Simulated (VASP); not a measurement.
Input of a VASP 6.6.1 run:

File INCAR:

```
ALGO = Fast
EDIFF = 1E-6
ENCUT = 520
GGA = PS
ISIF = 2
ISMEAR = 0
LASPH = True
LCHARG = False
LREAL = False
LWAVE = False
NBANDS = 14
NELM = 100
PREC = Accurate
SIGMA = 0.1
```

KPOINTS

```
k-points
0
Gamma
  4 4 4
```

POSCAR

```
ScAl
1.0
    3.3703489700      0.0000000000      0.0000000000
    0.0000000000      3.3703489700      0.0000000000
    0.0000000000      0.0000000000      3.3703489700
Sc Al
1 1
Direct
    0.5000000000      0.5000000000      0.5000000000
    0.0000000000      0.0000000000      0.0000000000
```

Potentials or basis: VASP PAW PBE potentials, release 64 (Sc_sv, Al).

Run with:

```sh
$ cat potpaw_PBE.64/Sc_sv/POTCAR potpaw_PBE.64/Al/POTCAR > POTCAR
$ mpirun -np 1 vasp_std > vasp.out
```

(1) What does it give for the band gap on the k mesh?

(2) Estimate the pressure.

## Answers

(1) zero (band 7 reaches 6.17 eV, above the bottom of band 8 at 5.09 eV).

(2) -1.2 GPa.

Caveat: the k points lie up to 0.47 Å⁻¹ apart; the PAW data sets were made with another functional, which shifts forces and pressure a little.
